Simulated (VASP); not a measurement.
# C (Im-3m) in VASP: relaxation of cell and atoms with PBE

Aim: the relaxation of cell and atoms of C with PBE.

All numbers are computed with VASP 6.6.1; they aren't measurements. Logs are shortened: lines on timing, memory, paths and dates and some standing lists are left out, and cuts for length are marked.

**1. The cell of the first run**

The structure is cubic, space group Im-3m (No. 229). The conventional cell has a = 1.849 Å, b = 1.849 Å, c = 1.849 Å, α = 90.00°, β = 90.00°, γ = 90.00°. C (site symmetry m-3m) has 14 C at 1.60 to 1.85 Å within 2.1 Å.

**2. Relaxation of cell and atoms, PBE, target pressure 600 GPa, at which the enthalpy is minimised**

INCAR reads:

```
SYSTEM = C
PREC = Accurate
ENCUT = 600
EDIFF = 1E-6
ISMEAR = -1
SIGMA = 0.08
LREAL = .False.
LASPH = .True.
NELM = 60
ALGO = Normal
ISIF = 3
LWAVE = .False.
LCHARG = .False.
GGA = PE
IBRION = 2
NSW = 32
EDIFFG = -0.005
PSTRESS = 6000.0
```

KPOINTS reads:

```
regular mesh
0
Gamma
  30 30 30
  0 0 0
```

POSCAR reads:

```
C
1.0
   -0.9247076464      0.9247076464      0.9247076464
    0.9247076464     -0.9247076464      0.9247076464
    0.9247076464      0.9247076464     -0.9247076464
C
1
Direct
    0.0000000000      0.0000000000      0.0000000000
```

Potentials or basis: VASP PAW PBE potentials, release 64 (C).

The run is started by

```console
> cat potpaw_PBE.64/C/POTCAR > POTCAR
> mpirun -np 1 vasp_std > vasp.out
```

OUTCAR:

```text
SYSTEM = C
   PREC = Accurate
   ENCUT = 600
   EDIFF = 1E-6
   ISMEAR = -1
   LREAL = .False.
   LASPH = .True.
   NELM = 60
   ISIF = 3
   GGA = PE
   IBRION = 2
   NSW = 32
   EDIFFG = -0.005
   PSTRESS = 6000.0

 ion  position               nearest neighbor table
   1  0.000  0.000  0.000-

  LATTYP: Found a body centered cubic cell.
 ALAT       =     1.8494152928

  Lattice vectors:

 A1 = (  -0.9247076464,   0.9247076464,   0.9247076464)
 A2 = (   0.9247076464,  -0.9247076464,   0.9247076464)
 A3 = (   0.9247076464,   0.9247076464,  -0.9247076464)

Analysis of symmetry for initial positions (statically):
=====================================================================
 Subroutine PRICEL returns:
 Original cell was already a primitive cell.

 Routine SETGRP: Setting up the symmetry group for a
 body centered cubic supercell.

 Subroutine GETGRP returns: Found 48 space group operations
 (whereof 48 operations were pure point group operations)
 out of a pool of 48 trial point group operations.

The static configuration has the point symmetry O_h .

Analysis of symmetry for dynamics (positions and initial velocities):
=====================================================================
 Subroutine PRICEL returns:
 Original cell was already a primitive cell.

 Routine SETGRP: Setting up the symmetry group for a
 body centered cubic supercell.

 Subroutine GETGRP returns: Found 48 space group operations
 (whereof 48 operations were pure point group operations)
 out of a pool of 48 trial point group operations.

The dynamic configuration has the point symmetry O_h .

 Subroutine INISYM returns: Found 48 space group operations
 (whereof 48 operations are pure point group operations),
 and found     1 'primitive' translations

----------------------------------------------------------------------------------------

                                     Primitive cell

  volume of cell :       3.1628

  direct lattice vectors                    reciprocal lattice vectors
    -0.924707646  0.924707646  0.924707646     0.000000000  0.540711437  0.540711437
     0.924707646 -0.924707646  0.924707646     0.540711437  0.000000000  0.540711437
     0.924707646  0.924707646 -0.924707646     0.540711437  0.540711437  0.000000000

  length of vectors
     1.601640626  1.601640626  1.601640626     0.764681447  0.764681447  0.764681447

  position of ions in fractional coordinates (direct lattice)
     0.000000000  0.000000000  0.000000000

  ion indices of the primitive-cell ions
   primitive index   ion index
                 1           1

----------------------------------------------------------------------------------------

 KPOINTS: regular mesh

Automatic generation of k-mesh.
 Grid dimensions read from file:
 generate k-points for:   30   30   30

 Generating k-lattice:

  Cartesian coordinates                     Fractional coordinates (reciprocal lattice)
     0.000000000  0.018023715  0.018023715     0.033333333  0.000000000  0.000000000
     0.018023715  0.000000000  0.018023715     0.000000000  0.033333333  0.000000000
     0.018023715  0.018023715  0.000000000     0.000000000  0.000000000  0.033333333

  Length of vectors
     0.025489382  0.025489382  0.025489382

  Shift w.r.t. Gamma in fractional coordinates (k-lattice)
     0.000000000  0.000000000  0.000000000

 Subroutine IBZKPT returns following result:
 ===========================================

 Found    752 irreducible k-points:

 Following reciprocal coordinates:
            Coordinates               Weight
  0.000000  0.000000  0.000000      1.000000
  0.033333  0.000000  0.000000     12.000000
  0.066667  0.000000  0.000000     12.000000
  0.100000  0.000000  0.000000     12.000000
  0.133333  0.000000  0.000000     12.000000
  0.166667  0.000000  0.000000     12.000000
[... 16 lines left out ...]
  0.233333  0.033333  0.000000     48.000000
  0.266667  0.033333 -0.000000     48.000000
 [... further k-points ...]
   k-points           NKPTS =    752   k-points in BZ     NKDIM =    752   number of bands    NBANDS=      6
   number of dos      NEDOS =    301   number of ions     NIONS =      1
   total plane-waves  NPLWV =   2744
   dimension x,y,z NGX =    14 NGY =   14 NGZ =   14
   dimension x,y,z NGXF=    28 NGYF=   28 NGZF=   28
   ions per type =               1
   NGX,Y,Z   is equivalent  to a cutoff of  14.53, 14.53, 14.53 a.u.
   NGXF,Y,Z  is equivalent  to a cutoff of  29.06, 29.06, 29.06 a.u.
 SYSTEM =  C
   PREC   = accura    normal or accurate (medium, high low for compatibility)
   ISTART =      0    job   : 0-new  1-cont  2-samecut
   ICHARG =      2    charge: 1-file 2-atom 10-const
   ISPIN  =      1    spin polarized calculation?
   LNONCOLLINEAR =      F non collinear calculations
   LSORBIT =      F    spin-orbit coupling
   LASPH  =      T    aspherical Exc in radial PAW
   ENCUT  =  600.0 eV  44.10 Ry    6.64 a.u.   3.20  3.20  3.20*2*pi/ulx,y,z
   NELM   =     60;   NELMIN=  2; NELMDL= -5     # of ELM steps
   EDIFF  = 0.1E-05   stopping-criterion for ELM
   LREAL  =      F    real-space projection
   EDIFFG = -.5E-02   stopping-criterion for IOM
   NSW    =     32    number of steps for IOM
   IBRION =      2    ionic relax: 0-MD 1-quasi-New 2-CG
   NFREE  =      1    steps in history (QN), initial steepest desc. (CG)
   ISIF   =      3    stress and relaxation
   ISYM   =      2    0-nonsym 1-usesym 2-fastsym
   POTIM  = 0.5000    time-step for ionic-motion
   TEBEG  =    0.0;   TEEND  =   0.0 temperature during run
   PSTRESS= 6000.0 pullay stress
   NELECT =       4.0000    total number of electrons
   NUPDOWN=      -1.0000    fix difference up-down
   EMIN   =  10.00;   EMAX   =-10.00  energy-range for DOS
   EFERMI =   0.00;   METHOD = LEGACY
   ISMEAR =    -1;   SIGMA  =   0.08  broadening in eV -4-tet -1-fermi 0-gaus
   EFERMI_NEDOS =   21; number of points for ismear=-14 and -15
   IALGO  =     38    algorithm
   IMIX   =      4    mixing-type and parameters
     AMIX     =   0.40;   BMIX     =  1.00
     AMIX_MAG =   1.60;   BMIX_MAG =  1.00
  volume/ion in A,a.u.               =       3.16        21.34
  Fermi-wavevector in a.u.,A,eV,Ry     =   1.770396  3.345563 42.644760  3.134301
  Thomas-Fermi vector in A             =   2.837194
   LORBIT       =      0    0 simple, 1 ext, 2 COOP (PROOUT), +10 PAW based schemes
   GGA     = PE    functional components
   LHFCALC =     F    Hartree Fock is set to
   AEXX    =    0.0000 exact exchange contribution
   IVDW    =     0    specifies the selected vdW correction
   LEPSILON=     F    determine dielectric tensor
   LRPA    =     F    only Hartree local field effects (RPA)
 conjugate gradient relaxation of ions
 non-spin polarized calculation
  energy-cutoff  :      600.00
  volume of cell :        3.16
 maximum number of plane-waves:       116
 NGX is ok and might be reduce to    14
   NGX =  7   NGY =  7   NGZ =  7

--------------------------------------- Ionic step        1  -------------------------------------------

 number of electron       4.0000000 magnetization

 Free energy of the ion-electron system (eV)
  ---------------------------------------------------
  ext. energy  EPLUGINS =         0.00000000
  ---------------------------------------------------
  free energy    TOTEN  =        -1.26273370 eV

  energy without entropy =       -1.25873729  energy(sigma->0) =       -1.26073549

------------------------ aborting loop because EDIFF is reached ----------------------------------------

  FORCE on cell =-STRESS in cart. coord.  units (eV):
  Direction    XX          YY          ZZ          XY          YZ          ZX
  --------------------------------------------------------------------------------------
  -------------------------------------------------------------------------------------
  Total       11.8698275     11.8698275     11.8698275      0.0000000      0.0000000     -0.0000000
  in kB     6012.8677507   6012.8677507   6012.8677507      0.0000000      0.0000000     -0.0000000
  external PRESSURE =      12.8677507 kB  Pullay stress =    6000.0000000 kB
[... 59 lines left out ...]
  enthalpy is  TOTEN    =        10.5818561478 eV   P V=       11.8880233775

--------------------------------------- Ionic step        3  -------------------------------------------

 number of electron       4.0000000 magnetization

 Free energy of the ion-electron system (eV)
  ---------------------------------------------------
  ext. energy  EPLUGINS =         0.00000000
  ---------------------------------------------------
  free energy    TOTEN  =        -1.27065372 eV

  energy without entropy =       -1.26665379  energy(sigma->0) =       -1.26865375

 E-fermi :  22.7207     XC(G=0): -17.0378

 val. band max:       22.7174751129   @ k =   0.3000   0.2000   0.0667
 cond. band min:      22.7277703299   @ k =  -0.3667   0.4667   0.1667
 fundamental gap:      0.0102952170
 Fermi energy:        22.7206962519

 k-point     1 :       0.0000    0.0000    0.0000
  band No.  band energies     occupation
      1     -10.6087      2.00000
      2      41.0311      0.00000
      3      41.0311      0.00000
      4      41.0311      0.00000
      5      70.7276      0.00000
      6      70.7276      0.00000

 k-point     2 :       0.0333    0.0000    0.0000
  band No.  band energies     occupation
      1     -10.5322      2.00000
      2      40.7986      0.00000
      3      40.8440      0.00000
      4      40.9868      0.00000
      5      69.9059      0.00000
      6      69.9988      0.00000
[... 190 lines left out ...]
 k-point    24 :       0.2667    0.0333   -0.0000
  band No.  band energies     occupation
      1      -5.0662      2.00000
      2      25.6955      0.00000
      3      33.6394      0.00000
      4      38.2115      0.00000
      5      56.9958      0.00000
      6      58.1878      0.00000

 [... further k-points ...]

------------------------ aborting loop because EDIFF is reached ----------------------------------------

  FORCE on cell =-STRESS in cart. coord.  units (eV):
  Direction    XX          YY          ZZ          XY          YZ          ZX
  --------------------------------------------------------------------------------------
  -------------------------------------------------------------------------------------
  Total       11.8522796     11.8522796     11.8522796     -0.0000000     -0.0000000      0.0000000
  in kB     5999.9707644   5999.9707644   5999.9707644     -0.0000000     -0.0000000      0.0000000
  external PRESSURE =      -0.0292356 kB  Pullay stress =    6000.0000000 kB
[... 16 lines left out ...]
  FREE ENERGIE OF THE ION-ELECTRON SYSTEM (eV)
  ---------------------------------------------------
  free  energy   TOTEN  =        -1.2706537155 eV

  energy  without entropy=       -1.2666537869  energy(sigma->0) =       -1.26865375

  enthalpy is  TOTEN    =        10.5816836158 eV   P V=       11.8523373314

 reached required accuracy - stopping structural energy minimisation
```

It took 21 s on 1 thread of Intel Xeon 8259CL, shared host; peak memory 0.12 GiB.

Results:

| Item | Value |
| --- | --- |
| Free energy | -1.2707 eV |
| Relaxed volume | 3.16 Å³/atom |
| Relaxed cell | a = 1.602 Å, b = 1.602 Å, c = 1.602 Å, α = 109.47°, β = 109.47°, γ = 109.47° |
| Space group after relaxing (to 0.1 Å) | Im-3m (No. 229) |
| Energy change on relaxing (the run minimises the enthalpy) | -7.9 meV/atom |
| Ionic steps | 3 |
| Pressure after relaxing | 600.0 GPa |
| Band gap on the k mesh | zero (bands 2 and 3 overlap by 25.79 eV) |

Step by step:
```
step  energy change (eV)  largest force (eV/Å)  pressure (GPa)  volume (Å³)
   1              0.0000                0.0000          601.29         3.16
   2             -0.0434                0.0000          594.22         3.17
   3             -0.0079                0.0000          600.00         3.16
```

Final structure:
```
C
1.0
    -0.92491    0.92491    0.92491
     0.92491   -0.92491    0.92491
     0.92491    0.92491   -0.92491
C
1
Direct
  0.00000 0.00000 0.00000
```

Caveat: the cell is relaxed towards a set pressure, so the run minimises the enthalpy, not the energy.
